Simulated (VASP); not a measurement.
# Sb (I4/mmm) in VASP: a series of runs, part 2 of 2

VASP 6.6.1.

### Step 3. Single point, r2SCAN

This run uses another cell than the first one, of 26.42 Å³/atom, 1.021 times its volume.

Contents of POSCAR:

```
Sb
1.0
   -1.5659590577      1.5659590577      2.6937369538
    1.5659590577     -1.5659590577      2.6937369538
    1.5659590577      1.5659590577     -2.6937369538
Sb
1
Direct
    0.0000000000      0.0000000000      0.0000000000
```

Contents of INCAR.step1:

```
SYSTEM = Sb
  PREC = Accurate
  ENCUT = 520
  ISMEAR = -1
  SIGMA = 0.05
  LREAL = .False.
  LASPH = .True.
  NELM = 100
  NBANDS = 8
  GGA = PE
  ALGO = Normal
  EDIFF = 1E-4
  LWAVE = .True.
  LCHARG = .False.
```

Contents of INCAR.step2:

```
SYSTEM = Sb
  PREC = Accurate
  ENCUT = 520
  EDIFF = 1E-6
  ISMEAR = -1
  SIGMA = 0.05
  LREAL = .False.
  LASPH = .True.
  NELM = 100
  ALGO = Normal
  ISIF = 2
  LWAVE = .False.
  LCHARG = .True.
  METAGGA = R2SCAN
  LMIXTAU = .True.
  LELF = .True.
  LVHAR = .True.
  NBANDS = 8
  ISTART = 1
```

Contents of KPOINTS:

```
regular mesh
0
Gamma
  12 12 12
  0 0 0
```

Potentials or basis: VASP PAW PBE potentials, release 64 (Sb).

The run is started by

```console
$ cat potpaw_PBE.64/Sb/POTCAR > POTCAR
$ cp INCAR.step1 INCAR
$ mpirun -np 1 vasp_std > vasp.out
$ cp INCAR.step2 INCAR
$ mpirun -np 1 vasp_std > vasp.out
```

OUTCAR:

```text
SYSTEM = Sb
   PREC = Accurate
   ENCUT = 520
   EDIFF = 1E-6
   ISMEAR = -1
   LREAL = .False.
   LASPH = .True.
   NELM = 100
   ISIF = 2
   METAGGA = R2SCAN
   ISTART = 1

 ion  position               nearest neighbor table
   1  0.000  0.000  0.000-

  LATTYP: Found a body centered tetragonal cell.
 ALAT       =     3.1319181154
 C/A-ratio  =     1.7201835135

  Lattice vectors:

 A1 = (  -1.5659590577,   1.5659590577,   2.6937369538)
 A2 = (   1.5659590577,  -1.5659590577,   2.6937369538)
 A3 = (   1.5659590577,   1.5659590577,  -2.6937369538)

Analysis of symmetry for initial positions (statically):
=====================================================================
 Subroutine PRICEL returns:
 Original cell was already a primitive cell.

 Routine SETGRP: Setting up the symmetry group for a
 body centered tetragonal supercell.

 Subroutine GETGRP returns: Found 16 space group operations
 (whereof 16 operations were pure point group operations)
 out of a pool of 16 trial point group operations.

The static configuration has the point symmetry D_4h.

Analysis of symmetry for dynamics (positions and initial velocities):
=====================================================================
 Subroutine PRICEL returns:
 Original cell was already a primitive cell.

 Routine SETGRP: Setting up the symmetry group for a
 body centered tetragonal supercell.

 Subroutine GETGRP returns: Found 16 space group operations
 (whereof 16 operations were pure point group operations)
 out of a pool of 16 trial point group operations.

The dynamic configuration has the point symmetry D_4h.

 Subroutine INISYM returns: Found 16 space group operations
 (whereof 16 operations are pure point group operations),
 and found     1 'primitive' translations

----------------------------------------------------------------------------------------

                                     Primitive cell

  volume of cell :      26.4226

  direct lattice vectors                    reciprocal lattice vectors
    -1.565959058  1.565959058  2.693736954     0.000000000  0.319293150  0.185615748
     1.565959058 -1.565959058  2.693736954     0.319293150  0.000000000  0.185615748
     1.565959058  1.565959058 -2.693736954     0.319293150  0.319293150  0.000000000

  length of vectors
     3.487215840  3.487215840  3.487215840     0.369325495  0.369325495  0.451548703

  position of ions in fractional coordinates (direct lattice)
     0.000000000  0.000000000  0.000000000

  ion indices of the primitive-cell ions
   primitive index   ion index
                 1           1

----------------------------------------------------------------------------------------

 KPOINTS: regular mesh

Automatic generation of k-mesh.
 Grid dimensions read from file:
 generate k-points for:   12   12   12

 Generating k-lattice:

  Cartesian coordinates                     Fractional coordinates (reciprocal lattice)
     0.000000000  0.026607762  0.015467979     0.083333333  0.000000000  0.000000000
     0.026607762  0.000000000  0.015467979     0.000000000  0.083333333  0.000000000
     0.026607762  0.026607762  0.000000000     0.000000000  0.000000000  0.083333333

  Length of vectors
     0.030777125  0.030777125  0.037629059

  Shift w.r.t. Gamma in fractional coordinates (k-lattice)
     0.000000000  0.000000000  0.000000000

 Subroutine IBZKPT returns following result:
 ===========================================

 Found    163 irreducible k-points:

 Following reciprocal coordinates:
            Coordinates               Weight
  0.000000  0.000000  0.000000      1.000000
  0.083333  0.000000  0.000000      8.000000
  0.166667  0.000000  0.000000      8.000000
  0.250000 -0.000000  0.000000      8.000000
  0.333333  0.000000  0.000000      8.000000
  0.416667 -0.000000  0.000000      8.000000
[... 16 lines left out ...]
  0.500000  0.166667 -0.000000     16.000000
 -0.416667  0.166667  0.000000     16.000000
 [... further k-points ...]
   k-points           NKPTS =    163   k-points in BZ     NKDIM =    163   number of bands    NBANDS=      8
   number of dos      NEDOS =    301   number of ions     NIONS =      1
   total plane-waves  NPLWV =  21952
   dimension x,y,z NGX =    28 NGY =   28 NGZ =   28
   dimension x,y,z NGXF=    56 NGYF=   56 NGZF=   56
   ions per type =               1
   NGX,Y,Z   is equivalent  to a cutoff of  13.35, 13.35, 13.35 a.u.
   NGXF,Y,Z  is equivalent  to a cutoff of  26.70, 26.70, 26.70 a.u.
 SYSTEM =  Sb
   PREC   = accura    normal or accurate (medium, high low for compatibility)
   ISTART =      1    job   : 0-new  1-cont  2-samecut
   ICHARG =      0    charge: 1-file 2-atom 10-const
   ISPIN  =      1    spin polarized calculation?
   LNONCOLLINEAR =      F non collinear calculations
   LSORBIT =      F    spin-orbit coupling
   LASPH  =      T    aspherical Exc in radial PAW
   ENCUT  =  520.0 eV  38.22 Ry    6.18 a.u.   6.48  6.48  6.48*2*pi/ulx,y,z
   NELM   =    100;   NELMIN=  2; NELMDL=  0     # of ELM steps
   EDIFF  = 0.1E-05   stopping-criterion for ELM
   LREAL  =      F    real-space projection
   EDIFFG = 0.1E-04   stopping-criterion for IOM
   NSW    =      0    number of steps for IOM
   IBRION =     -1    ionic relax: 0-MD 1-quasi-New 2-CG
   NFREE  =      0    steps in history (QN), initial steepest desc. (CG)
   ISIF   =      2    stress and relaxation
   ISYM   =      2    0-nonsym 1-usesym 2-fastsym
   POTIM  = 0.5000    time-step for ionic-motion
   TEBEG  =    0.0;   TEEND  =   0.0 temperature during run
   PSTRESS=    0.0 pullay stress
   NELECT =       5.0000    total number of electrons
   NUPDOWN=      -1.0000    fix difference up-down
   EMIN   =  10.00;   EMAX   =-10.00  energy-range for DOS
   EFERMI =   0.00;   METHOD = LEGACY
   ISMEAR =    -1;   SIGMA  =   0.05  broadening in eV -4-tet -1-fermi 0-gaus
   EFERMI_NEDOS =   21; number of points for ismear=-14 and -15
   IALGO  =     38    algorithm
   IMIX   =      4    mixing-type and parameters
     AMIX     =   0.40;   BMIX     =  1.00
     AMIX_MAG =   1.60;   BMIX_MAG =  1.00
  volume/ion in A,a.u.               =      26.42       178.31
  Fermi-wavevector in a.u.,A,eV,Ry     =   0.939881  1.776117 12.019062  0.883376
  Thomas-Fermi vector in A             =   2.067237
   LORBIT       =      0    0 simple, 1 ext, 2 COOP (PROOUT), +10 PAW based schemes
   METAGGA = R2SCAN    functional components
   LHFCALC =     F    Hartree Fock is set to
   AEXX    =    0.0000 exact exchange contribution
   IVDW    =     0    specifies the selected vdW correction
   LEPSILON=     F    determine dielectric tensor
   LRPA    =     F    only Hartree local field effects (RPA)
 non-spin polarized calculation
  energy-cutoff  :      520.00
  volume of cell :       26.42
 maximum number of plane-waves:       739
 NGX is ok and might be reduce to    28
   NGX = 13   NGY = 13   NGZ = 13

 number of electron       5.0000000 magnetization

 Free energy of the ion-electron system (eV)
  ---------------------------------------------------
  ext. energy  EPLUGINS =         0.00000000
  ---------------------------------------------------
  free energy    TOTEN  =       -25.26529817 eV

  energy without entropy =      -25.25979970  energy(sigma->0) =      -25.26254894

 E-fermi :   8.7445     XC(G=0): -10.8832

 val. band max:        8.7012156131   @ k =  -0.2500   0.0833  -0.0000
 cond. band min:       8.7711024568   @ k =  -0.1667   0.4167   0.0833
 fundamental gap:      0.0698868437
 Fermi energy:         8.7445088183

 k-point     1 :       0.0000    0.0000    0.0000
  band No.  band energies     occupation
      1      -5.0293      2.00000
      2      13.7523      0.00000
      3      14.6271      0.00000
      4      14.6271      0.00000
      5      18.5172      0.00000
      6      20.0441      0.00000
      7      20.0813      0.00000
      8      20.0817      0.00000

 k-point     2 :       0.0833    0.0000    0.0000
  band No.  band energies     occupation
      1      -4.8788      2.00000
      2      13.0245      0.00000
      3      13.6710      0.00000
      4      14.5921      0.00000
      5      18.4809      0.00000
      6      18.9624      0.00000
      7      19.9864      0.00000
      8      20.3268      0.00000
[... 221 lines left out ...]
 k-point    23 :       0.5000    0.1667   -0.0000
  band No.  band energies     occupation
      1      -0.5034      2.00000
      2       3.2817      2.00000
      3       9.7142      0.00000
      4      11.4443      0.00000
      5      15.7295      0.00000
      6      17.6258      0.00000
      7      21.6420      0.00000
      8      23.0867      0.00000

 k-point    24 :      -0.4167    0.1667    0.0000
  band No.  band energies     occupation
      1      -1.5540      2.00000
      2       4.8869      2.00000
      3      10.0996      0.00000
      4      11.7866      0.00000
      5      15.8326      0.00000
      6      17.7491      0.00000
      7      19.9374      0.00000
      8      23.3714      0.00000

 [... further k-points ...]
[... 5 lines left out ...]
  --------------------------------------------------------------------------------------
  -------------------------------------------------------------------------------------
  Total        0.3814405      0.3814405      0.4957824      0.0000000      0.0000000      0.0000000
  in kB       23.1292402     23.1292402     30.0625406      0.0000000      0.0000000      0.0000000
  external PRESSURE =      25.4403403 kB  Pullay stress =       0.0000000 kB

 VOLUME and BASIS-vectors are now :
 -----------------------------------------------------------------------------
  energy-cutoff  :      520.00
  volume of cell :       26.42
      direct lattice vectors                 reciprocal lattice vectors
    -1.565959058  1.565959058  2.693736954     0.000000000  0.319293150  0.185615748
     1.565959058 -1.565959058  2.693736954     0.319293150  0.000000000  0.185615748
     1.565959058  1.565959058 -2.693736954     0.319293150  0.319293150  0.000000000

 POSITION                                       TOTAL-FORCE (eV/Angst)
 -----------------------------------------------------------------------------------
      0.00000      0.00000      0.00000        -0.000000      0.000000     -0.000000
 -----------------------------------------------------------------------------------
    total drift:                               -0.000000      0.000000      0.000000

  FREE ENERGIE OF THE ION-ELECTRON SYSTEM (eV)
  ---------------------------------------------------
  free  energy   TOTEN  =       -25.2652981710 eV

  energy  without entropy=      -25.2597997008  energy(sigma->0) =      -25.26254894
```

Run time: 69 s. Hardware: 1 thread of Intel Xeon 6975P-C (Granite Rapids), shared host; peak memory 0.18 GiB.

Results:

- Free energy: -25.2653 eV
- Pressure: 2.5 GPa

Caveat: the PAW data sets were made with another functional, which shifts forces and pressure a little; spin-orbit coupling is left out, which moves the levels of the heavy elements.
